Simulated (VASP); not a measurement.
Set up this calculation in VASP 6.6.1, as the native input.

```yaml
Task: single point
Functional: PBE
Potentials_or_basis: VASP PAW PBE potentials, release 64 (Zn, Se, S)
Cutoff: 520 eV
k_mesh: 12 × 12 × 4
Occupations: gaussian, width 0.01 eV
Spin: no spin polarisation
Dipole_correction: no
Further_INCAR_settings: ALGO = Normal; EDIFF = 1e-06; NBANDS = 36
```

The structure of Zn3SeS2 lies in POSCAR:

```
Zn3SeS2
1.0
    3.9165017785     -0.0000000289      0.0000000000
   -1.9582508642      3.3917900486      0.0000000000
    0.0000000000      0.0000000000      9.6028549017
Zn Se S
3 1 2
Direct
    0.0000000000      0.0000000000      0.0096589407
    0.6666666667      0.3333333333      0.3333867573
    0.3333333333      0.6666666667      0.6564387508
    0.0000000000      0.0000000000      0.7514900136
    0.6666666667      0.3333333333      0.0874450718
    0.3333333333      0.6666666667      0.4115794658
```

These files were run (other wordings do the same):

INCAR

```
  ALGO = Normal
  EDIFF = 1E-6
  ENCUT = 520
  GGA = PE
  ISIF = 2
  ISMEAR = 0
  LASPH = True
  LCHARG = False
  LREAL = False
  LWAVE = False
  NBANDS = 36
  NELM = 60
  PREC = Accurate
  SIGMA = 0.01
```

KPOINTS

```
k-points
0
Gamma
  12 12 4
```

Potentials or basis: VASP PAW PBE potentials, release 64 (Zn, Se, S).

Launch:

```sh
$ cat potpaw_PBE.64/Zn/POTCAR potpaw_PBE.64/Se/POTCAR potpaw_PBE.64/S/POTCAR > POTCAR
$ mpirun -np 1 vasp_std > vasp.out
```

Results of the run:

| Property | Result |
| --- | --- |
| Pressure | 0.2 GPa |
| Largest force | 0.005 eV/Å |
| Band gap on the k mesh | 1.43 eV, direct |

It took 4.6 min on 1 thread of Intel(R) Xeon(R) Platinum 8259CL CPU @ 2.50GHz (Skylake/Cascade Lake), with other jobs on the host, peak memory 0.42 GiB.
